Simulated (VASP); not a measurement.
Wanted: the native input for a VASP 6.6.1 run.

```yaml
Task: single point
Functional: PBE
Potentials_or_basis: VASP PAW PBE potentials, release 64 (B, As)
Cutoff: 520 eV
k_mesh: 10 × 10 × 10
Occupations: fermi-dirac, width 0.02 eV
Spin: non-collinear spin, zero start, spin-orbit coupling
Starting_moments: "[[0.0, 0.0, 0.0], [0.0, 0.0, 0.0]] μB"
Dipole_correction: no
Further_INCAR_settings: ALGO = Normal; EDIFF = 1e-07; NBANDS = 20
```

The structure of BAs lies in POSCAR:

```
BAs
1.0
    0.0000000000      2.3918698983      2.3918698983
    2.3918698983      0.0000000000      2.3918698983
    2.3918698983      2.3918698983      0.0000000000
B As
1 1
Direct
    0.0000000000      0.0000000000      0.0000000000
    0.2500000000      0.2500000000      0.2500000000
```

The input as run:

INCAR

```
PREC = Accurate ; ENCUT = 520
EDIFF = 1E-7 ; ISMEAR = -1
SIGMA = 0.02 ; LREAL = F
LASPH = T ; NELM = 150
ALGO = Normal ; ISIF = 2
LWAVE = F ; LCHARG = F
LNONCOLLINEAR = T ; MAGMOM = 0 0 0 0 0 0
LORBIT = 11 ; LSORBIT = T
GGA_COMPAT = F ; LORBMOM = T
GGA = PE ; NBANDS = 20
```

KPOINTS

```
regular mesh
0
Gamma
  10 10 10
```

Potentials or basis: VASP PAW PBE potentials, release 64 (B, As).

The run is started by

```bash
$ cat potpaw_PBE.64/B/POTCAR potpaw_PBE.64/As/POTCAR > POTCAR
$ mpirun -np 1 vasp_ncl > vasp.out
```

It gave:

| Property | Result |
| --- | --- |
| Pressure | 2.8 GPa |
| Net moment | 0.00 μB per cell |
| Valence electrons inside the program's atomic spheres | B 1.83; As 2.92 |

Wall time 48 s on 1 thread of AMD EPYC 9R45 96-Core Processor (Zen 5), with other jobs on the host, peak memory 0.25 GiB.
